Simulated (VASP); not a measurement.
# GaP (F-43m) in VASP: further runs, part 2 of 2

VASP 6.6.1.

## 3. Single point, r2SCAN

This run uses another cell than the first one, of 20.24 Å³/atom, 1.020 times its volume.

POSCAR reads:

```
GaP
1.0
    0.0000000000      2.7252500000      2.7252500000
    2.7252500000      0.0000000000      2.7252500000
    2.7252500000      2.7252500000      0.0000000000
Ga P
1 1
Direct
    0.0000000000      0.0000000000      0.0000000000
    0.2500000000      0.2500000000      0.2500000000
```

INCAR.step1 reads:

```
  PREC = Accurate
  ENCUT = 520
  ISMEAR = 0
  SIGMA = 0.01
  LREAL = False
  LASPH = True
  NELM = 100
  NBANDS = 16
  GGA = PE
  ALGO = Normal
  EDIFF = 1E-4
  LWAVE = True
  LCHARG = False
```

INCAR.step2 reads:

```
  PREC = Accurate
  ENCUT = 520
  EDIFF = 1E-7
  ISMEAR = 0
  SIGMA = 0.01
  LREAL = False
  LASPH = True
  NELM = 100
  ALGO = Normal
  ISIF = 2
  LWAVE = False
  LCHARG = False
  METAGGA = R2SCAN
  LMIXTAU = True
  NBANDS = 16
  ISTART = 1
```

KPOINTS reads:

```
regular mesh
0
Gamma
  6 6 6
```

Potentials or basis: VASP PAW PBE potentials, release 64 (Ga_d, P).

Run with:

```
cat potpaw_PBE.64/Ga_d/POTCAR potpaw_PBE.64/P/POTCAR > POTCAR
cp INCAR.step1 INCAR
mpirun -np 1 vasp_std > vasp.out
cp INCAR.step2 INCAR
mpirun -np 1 vasp_std > vasp.out
```

It took 40 s on 1 thread of Intel Xeon Platinum 8375C at 2.90GHz (Ice Lake), shared host; peak memory 0.17 GiB.

Results (log left out):

* Free energy: -21.4510 eV
* Pressure: 0.0 GPa
* Band gap on the k mesh: 1.91 eV, indirect (least direct gap 2.34 eV)

Levels at points of the mesh, in eV from the valence-band top:
```
           k point  band 7  band 8  band 9  band 10  band 11  band 12
(0.00, 0.00, 0.00)    0.00    0.00    0.00     2.34     4.19     4.19
(0.50, 0.00, 0.00)   -6.85   -1.17   -1.17     2.04     5.05     5.05
(0.50, 0.50, 0.00)   -6.96   -2.80   -2.80     1.91     2.10    11.35
```

Caveat: the PAW data sets were made with another functional, which shifts forces and pressure a little.

## 4. Single point, r2SCAN

This run uses another cell than the first one, of 20.65 Å³/atom, 1.041 times its volume.

POSCAR reads:

```
GaP
1.0
    0.0000000000      2.7432985392      2.7432985392
    2.7432985392      0.0000000000      2.7432985392
    2.7432985392      2.7432985392      0.0000000000
Ga P
1 1
Direct
    0.0000000000      0.0000000000      0.0000000000
    0.2500000000      0.2500000000      0.2500000000
```

INCAR.step1 reads:

```
ALGO = Normal ; EDIFF = 1E-4
ENCUT = 520 ; GGA = PE
ISMEAR = 0 ; LASPH = T
LCHARG = F ; LREAL = F
LWAVE = T ; NBANDS = 16
NELM = 60 ; PREC = Accurate
SIGMA = 0.01
```

INCAR.step2 reads:

```
ALGO = Normal ; EDIFF = 1E-6
ENCUT = 520 ; ISIF = 2
ISMEAR = 0 ; ISTART = 1
LASPH = T ; LCHARG = F
LMIXTAU = T ; LREAL = F
LWAVE = F ; METAGGA = R2SCAN
NBANDS = 16 ; NELM = 60
PREC = Accurate ; SIGMA = 0.01
```

KPOINTS reads:

```
k-points
0
Gamma
  6 6 6
```

Potentials or basis: VASP PAW PBE potentials, release 64 (Ga_d, P).

Run with:

```
cat potpaw_PBE.64/Ga_d/POTCAR potpaw_PBE.64/P/POTCAR > POTCAR
cp INCAR.step1 INCAR
mpirun -np 1 vasp_std > vasp.out
cp INCAR.step2 INCAR
mpirun -np 1 vasp_std > vasp.out
```

OUTCAR:

```text
EDIFF = 1E-6
   ENCUT = 520
   ISIF = 2
   ISMEAR = 0
   ISTART = 1
   LASPH = T
   LREAL = F
   METAGGA = R2SCAN
   NELM = 60
   PREC = Accurate

 ion  position               nearest neighbor table
   1  0.000  0.000  0.000-   2 2.38   2 2.38   2 2.38   2 2.38
   2  0.250  0.250  0.250-   1 2.38   1 2.38   1 2.38   1 2.38

  LATTYP: Found a face centered cubic cell.
 ALAT       =     5.4865970784

  Lattice vectors:

 A1 = (   0.0000000000,   2.7432985392,   2.7432985392)
 A2 = (   2.7432985392,   0.0000000000,   2.7432985392)
 A3 = (   2.7432985392,   2.7432985392,   0.0000000000)

Analysis of symmetry for initial positions (statically):
=====================================================================
 Subroutine PRICEL returns:
 Original cell was already a primitive cell.

 Routine SETGRP: Setting up the symmetry group for a
 face centered cubic supercell.

 Subroutine GETGRP returns: Found 24 space group operations
 (whereof 24 operations were pure point group operations)
 out of a pool of 48 trial point group operations.

The static configuration has the point symmetry T_d .
[... 150 lines left out ...]

  energy without entropy =      -21.44674853  energy(sigma->0) =      -21.44674853

 E-fermi :   4.3779     XC(G=0): -10.4504

 val. band max:        4.2657867622   @ k =   0.0000   0.0000   0.0000
 cond. band min:       6.2146344158   @ k =   0.5000   0.5000   0.0000
 fundamental gap:      1.9488476537
 Fermi energy:         4.3778987398

 k-point     1 :       0.0000    0.0000    0.0000
  band No.  band energies     occupation
      1     -10.6985      2.00000
      2     -10.6985      2.00000
      3     -10.6985      2.00000
      4     -10.5911      2.00000
      5     -10.5911      2.00000
      6      -8.6040      2.00000
[... 281 lines left out ...]
      3     -10.6367      2.00000
      4     -10.6119      2.00000
      5     -10.5778      2.00000
      6      -5.5352      2.00000
[... 8 lines left out ...]
     15      16.7517      0.00000
     16      18.5168      0.00000

------------------------ aborting loop because EDIFF is reached ----------------------------------------

  FORCE on cell =-STRESS in cart. coord.  units (eV):
  Direction    XX          YY          ZZ          XY          YZ          ZX
  --------------------------------------------------------------------------------------
  -------------------------------------------------------------------------------------
  Total       -0.4264147     -0.4264147     -0.4264147     -0.0000000      0.0000000     -0.0000000
  in kB      -16.5460188    -16.5460188    -16.5460188     -0.0000000      0.0000000     -0.0000000
  external PRESSURE =     -16.5460188 kB  Pullay stress =       0.0000000 kB

 VOLUME and BASIS-vectors are now :
 -----------------------------------------------------------------------------
  energy-cutoff  :      520.00
  volume of cell :       41.29
      direct lattice vectors                 reciprocal lattice vectors
     0.000000000  2.743298539  2.743298539    -0.182262336  0.182262336  0.182262336
     2.743298539  0.000000000  2.743298539     0.182262336 -0.182262336  0.182262336
     2.743298539  2.743298539  0.000000000     0.182262336  0.182262336 -0.182262336

 POSITION                                       TOTAL-FORCE (eV/Angst)
 -----------------------------------------------------------------------------------
      0.00000      0.00000      0.00000         0.000000     -0.000000      0.000000
      1.37165      1.37165      1.37165        -0.000000      0.000000     -0.000000
 -----------------------------------------------------------------------------------
    total drift:                                0.000007      0.000007      0.000007

  FREE ENERGIE OF THE ION-ELECTRON SYSTEM (eV)
  ---------------------------------------------------
  free  energy   TOTEN  =       -21.4467485309 eV

  energy  without entropy=      -21.4467485309  energy(sigma->0) =      -21.44674853
```

Wall time 40 s (1 thread of Intel Xeon Platinum 8375C at 2.90GHz (Ice Lake), shared host); peak memory 0.17 GiB.

Results:

```yaml
Free_energy: -21.4467 eV
Pressure: -1.7 GPa
Band_gap_on_the_k_mesh: 1.95 eV, indirect (least direct gap 2.17 eV)
```

Caveat: the PAW data sets were made with another functional, which shifts forces and pressure a little.

## 5. The runs side by side

| cell | gap on the mesh (eV) | pressure (GPa) |
| --- | --- | --- |
| a = 3.828 Å, angles 60.0°, 2 atoms | 1.87 | 1.9 |
| a = 3.854 Å, angles 60.0°, 2 atoms | 1.91 | 0.0 |
| a = 3.880 Å, angles 60.0°, 2 atoms | 1.95 | -1.7 |

Alike in all rows: task single point; level r2SCAN; potentials or basis VASP PAW PBE potentials, release 64 (Ga_d, P); no spin polarisation; k mesh 6 × 6 × 6; cutoff (eV) 520; smearing gaussian 0.01 eV.

Caveats: the PAW data sets were made with another functional, which shifts forces and pressure a little.

Absolute energies hang on the potentials; compare differences alone.

## 6. How close it comes

Step 2. A measured gap of GaP is 2.34 eV (indirect; 10 K; quoted in “Stacking defects in GaP nanowires: Electronic structure and optical properties”, 2018, arxiv:1810.01194); the calculated 1.87 eV misses it by -0.47 eV. Spin-orbit coupling on Ga is left out. The value is that of r2SCAN on a finite k mesh, which can miss the band edges, without temperature or zero-point motion.

Step 3. Against the measured gap of GaP, 2.34 eV (indirect; 10 K; quoted in “Stacking defects in GaP nanowires: Electronic structure and optical properties”, 2018, arxiv:1810.01194), the calculated 1.91 eV is off by -0.43 eV. Spin-orbit coupling on Ga is left out. The value is that of r2SCAN on a finite k mesh, which can miss the band edges, without temperature or zero-point motion.

Step 4. A measured gap of GaP is 2.34 eV (indirect; 10 K; quoted in “Stacking defects in GaP nanowires: Electronic structure and optical properties”, 2018, arxiv:1810.01194); the calculated 1.95 eV misses it by -0.39 eV. Spin-orbit coupling on Ga is left out. The value is that of r2SCAN on a finite k mesh, which can miss the band edges, without temperature or zero-point motion.
